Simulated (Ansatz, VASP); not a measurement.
**SnO: VASP beside Ansatz**

```
CELL_PARAMETERS angstrom
3.18725 0.00000 0.00000
0.00000 5.67410 0.00000
0.00000 0.00000 4.22197
ATOMIC_POSITIONS crystal
Sn 0.00000 0.23191 0.51314
Sn 0.50000 0.76809 0.01314
O 0.00000 0.89125 0.73686
O 0.50000 0.10875 0.23686
```

Change from the starting cell: strain -0.0500 x Voigt [1, 0, 0, 0, 0, 0], atoms carried along.

Alike in both runs: task single point; functional LDA; k mesh 8 × 6 × 6; occupations gaussian, width 0.05 eV; no spin polarisation.

|  | VASP | Ansatz |
| --- | --- | --- |
| version | VASP 6.6.1 | Ansatz 0.2.0 |
| potentials or method | VASP PAW LDA potentials, release 64 (Sn_d, O), cutoff 520 eV | scalar-relativistic, plane waves, PAW |
| valence electrons in the cell | 40 | 40 |

|  | VASP | Ansatz | Ansatz less VASP |
| --- | --- | --- | --- |
| gap on the k mesh at the Fermi level (eV) | 1.42 | 1.45 | +0.030 |
| least direct gap on the mesh (eV) | 1.90 | 1.94 | +0.036 |
| pressure (GPa) | -0.5 | -0.9 | -0.34 |
| traceless stress, the component that is largest in VASP (GPa) | 2.96 | 2.90 | -0.061 |
| rms of the force components (eV/Å) | 0.182 | 0.174 | -0.0080 |

LDA's correlation is that of Perdew and Zunger in VASP and of Perdew and Wang (1992) in Ansatz. Atom by atom the forces differ by 0.049 eV/Å (rms over components).
